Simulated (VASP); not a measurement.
Wanted: the native input for a VASP 6.6.1 run.

| Property | Result |
| --- | --- |
| Task | single point |
| Functional | PBE-based global hybrid with 75 % exact exchange |
| Potentials or basis | VASP PAW PBE potentials, release 64 (Rb_sv, Br) |
| Cutoff | 520 eV |
| k mesh | 4 × 4 × 4 |
| Occupations | gaussian, width 0.01 eV |
| Spin | no spin polarisation |
| Dipole correction | no |
| Grid for exact exchange (PRECFOCK) | Normal |
| Share of exact exchange | 0.75 |
| Further INCAR settings | ALGO = Normal; EDIFF = 1e-07; NBANDS = 15 |

The system is RbBr.

```
Rb Br
1.0
     0.00000    3.86950    3.86950
     3.86950    0.00000    3.86950
     3.86950    3.86950    0.00000
Rb Br
1 1
Direct
  0.00000 0.00000 0.00000
  0.25000 0.25000 0.25000
```

The input as run:

POSCAR

```
RbBr
1.0
    0.0000000000      3.8694968646      3.8694968646
    3.8694968646      0.0000000000      3.8694968646
    3.8694968646      3.8694968646      0.0000000000
Rb Br
1 1
Direct
    0.0000000000      0.0000000000      0.0000000000
    0.2500000000      0.2500000000      0.2500000000
```

INCAR.step1

```
SYSTEM = RbBr
ALGO = Normal ; EDIFF = 1E-5
ENCUT = 520 ; GGA = PE
ISIF = 2 ; ISMEAR = 0
LASPH = .True. ; LCHARG = .False.
LREAL = .False. ; LWAVE = .True.
NBANDS = 15 ; NELM = 80
PREC = Accurate ; SIGMA = 0.01
```

INCAR.step2

```
SYSTEM = RbBr
AEXX = 0.75 ; ALGO = Normal
EDIFF = 1E-7 ; ENCUT = 520
GGA = PE ; ISIF = 2
ISMEAR = 0 ; ISTART = 1
LASPH = .True. ; LCHARG = .False.
LHFCALC = .True. ; LREAL = .False.
LWAVE = .False. ; NBANDS = 15
NELM = 80 ; PREC = Accurate
PRECFOCK = Normal ; SIGMA = 0.01
```

KPOINTS

```
k-points
0
Gamma
  4 4 4
  0 0 0
```

Potentials or basis: VASP PAW PBE potentials, release 64 (Rb_sv, Br).

Command:

```sh
$ cat potpaw_PBE.64/Rb_sv/POTCAR potpaw_PBE.64/Br/POTCAR > POTCAR
$ cp INCAR.step1 INCAR
$ mpirun -np 1 vasp_std > vasp.out
$ cp INCAR.step2 INCAR
$ mpirun -np 1 vasp_std > vasp.out
```

It gave:

```
Pressure               : -0.2 GPa
Band gap on the k mesh : 9.73 eV (least direct gap 9.82 eV)
```

Caveat: the structure was generated, so it needn't be the stable form of RbBr; the PAW data sets were made with another functional, which shifts forces and pressure a little.

Run time: 19 min on 1 thread of Intel(R) Xeon(R) Platinum 8375C CPU @ 2.90GHz (Ice Lake), on a shared host, peak memory 0.27 GiB.
